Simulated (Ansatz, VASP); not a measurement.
# Ag in VASP and in Ansatz

```
CELL_PARAMETERS angstrom
-3.06847 3.48838 1.40653
3.48838 -3.06847 1.40653
2.01426 2.01426 -0.63746
ATOMIC_POSITIONS crystal
Ag 0.00907 0.99093 0.00000
Ag 0.74093 0.25907 0.50000
```

Alike in both runs: task single point; functional BLYP; k mesh 13 × 13 × 12; occupations fermi-dirac, width 0.1 eV; no spin polarisation.

|  | VASP | Ansatz |
| --- | --- | --- |
| version | VASP 6.6.1 | Ansatz 0.2.0 |
| potentials or method | VASP PAW PBE potentials, release 64 (Ag), cutoff 520 eV | plane waves (420 eV) with PAW, scalar-relativistic |
| valence electrons in the cell | 22 | 38 |

|  | VASP | Ansatz | Ansatz less VASP |
| --- | --- | --- | --- |
| pressure (GPa) | 3.0 | 2.9 | -0.11 |
| traceless stress, the component that is largest in VASP (GPa) | -0.25 | -0.24 | +0.015 |

VASP's potentials were made for PBE, not for BLYP. VASP's potentials hold 22 valence electrons a cell and Ansatz's 38, so a difference there can come from the potentials and not from the codes.
